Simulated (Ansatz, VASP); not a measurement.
## One calculation of Te, two programs

Contents of INCAR:

```
SYSTEM = Te
ALGO = Normal ; EDIFF = 1E-6
ENCUT = 520 ; GGA = CA
ISIF = 2 ; ISMEAR = -1
LASPH = .TRUE. ; LCHARG = .FALSE.
LREAL = .FALSE. ; LWAVE = .FALSE.
NBANDS = 9 ; NELM = 80
PREC = Accurate ; SIGMA = 0.1
```

File KPOINTS:

```
k-points
0
G
  13 13 13
  0 0 0
```

File POSCAR:

```
Te
1.0
   -1.8024360905      1.8024360905      1.8024360905
    1.8024360905     -1.8024360905      1.8024360905
    1.8024360905      1.8024360905     -1.8024360905
Te
1
Direct
    0.0000000000      0.0000000000      0.0000000000
```

Input for Ansatz:

```yaml
crystal:
  lattice:
    - [-1.8024360905, 1.8024360905, 1.8024360905]
    - [1.8024360905, -1.8024360905, 1.8024360905]
    - [1.8024360905, 1.8024360905, -1.8024360905]
  atoms:
    - { symbol: Te, position: [0.0, 0.0, 0.0] }
hamiltonian:
  xc: lda
  pseudopotentials:
    kind: paw
    azcp:
      Te: "pseudopotentials/Te.paw.azcp"
basis:
  ecutwfc: 420
  fft_grid_basis: typed
kpoints:
  mp_grid: { grid: [13, 13, 13], shift: [0, 0, 0] }
magnetization:
  spin_polarized: false
scf:
  occupations: { method: fermi_dirac, width: 0.1 }
  lower_state_search: "off"
output:
  stress: true
  write_density: true
  write_potential: true
  elf: true
  volumetric_format: npy
```

Alike in both runs: task single point; functional LDA; k mesh 13 × 13 × 13; occupations fermi-dirac, width 0.1 eV; no spin polarisation.

|  | VASP | Ansatz |
| --- | --- | --- |
| version | VASP 6.6.1 | Ansatz 0.2.0 |
| potentials or method | VASP PAW LDA potentials, release 64 (Te), cutoff 520 eV | plane waves (420 eV) with PAW, scalar-relativistic |
| valence electrons in the cell | 6 | 16 |

```csv
,VASP,Ansatz,Ansatz less VASP
pressure (GPa),12.1,11.9,-0.17
```

Ansatz warns that its potentials were made for another functional, while VASP's fit it. LDA's correlation is that of Perdew and Zunger in VASP and of Perdew and Wang (1992) in Ansatz. VASP's potentials hold 6 valence electrons a cell and Ansatz's 16, so a difference there can come from the potentials and not from the codes.

Spin-orbit coupling is off throughout.
